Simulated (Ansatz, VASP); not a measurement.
# One calculation of Tl2Se, two programs

The input INCAR:

```
SYSTEM = Tl2Se
PREC = Accurate ; ENCUT = 600
EDIFF = 1E-6 ; ISMEAR = -1
SIGMA = 0.03 ; LREAL = .False.
LASPH = .True. ; NELM = 100
ALGO = Normal ; ISIF = 3
LWAVE = .False. ; LCHARG = .False.
GGA = PE ; IBRION = 2
NSW = 100 ; EDIFFG = -0.005
```

Contents of KPOINTS:

```
Automatic mesh
0
Gamma
  10 10 10
  0 0 0
```

The input POSCAR:

```
Tl2Se
1.0
    0.0000000000      3.2596220591      3.2596220591
    3.2596220591      0.0000000000      3.2596220591
    3.2596220591      3.2596220591      0.0000000000
Se Tl
1 2
Direct
    0.0000000000      0.0000000000      0.0000000000
    0.2500000000      0.2500000000      0.2500000000
    0.7500000000      0.7500000000      0.7500000000
```

Input for Ansatz:

```yaml
crystal:
  lattice:
    - [0.0, 3.2596220591, 3.2596220591]
    - [3.2596220591, 0.0, 3.2596220591]
    - [3.2596220591, 3.2596220591, 0.0]
  atoms:
    - { symbol: Se, position: [0.0, 0.0, 0.0] }
    - { symbol: Tl, position: [0.25, 0.25, 0.25] }
    - { symbol: Tl, position: [0.75, 0.75, 0.75] }
kpoints:
  mp_grid: { grid: [10, 10, 10] }
scf:
  occupations: { method: fermi_dirac, width: 0.03 }
hamiltonian:
  xc: pbe
  pseudopotentials: { kind: paw }
output:
  forces: true
  stress: true
relax:
  f_tol: 0.005
  max_steps: 80
  cell: {}
```

Alike in both runs: task relaxation of cell and atoms; functional PBE; k mesh 10 × 10 × 10; occupations fermi-dirac, width 0.03 eV; no spin polarisation.

```csv
,VASP,Ansatz
version,VASP 6.6.1,Ansatz 0.2.0
potentials or method,"VASP PAW PBE potentials, release 64 (Se, Tl_d)","PAW with Ansatz's default frozen-core files, scalar-relativistic"
plane-wave cutoff (eV),600,420
valence electrons in the cell,32,42
```

VASP gave:

* relaxed volume (Å³/atom): 36.11
* relaxed cell length with the largest relative difference (Å): 5.351

Problem. Estimate Ansatz's values.

Solution. Relaxed volume (Å³/atom): 36.00; relaxed cell length with the largest relative difference (Å): 5.345.

VASP's potentials hold 32 valence electrons a cell and Ansatz's 42, so a difference there can come from the potentials and not from the codes.

Neither program's run includes spin-orbit coupling. Noted on VASP's run: the volume moved by over 15 % at a fixed basis, so the end points are rough.
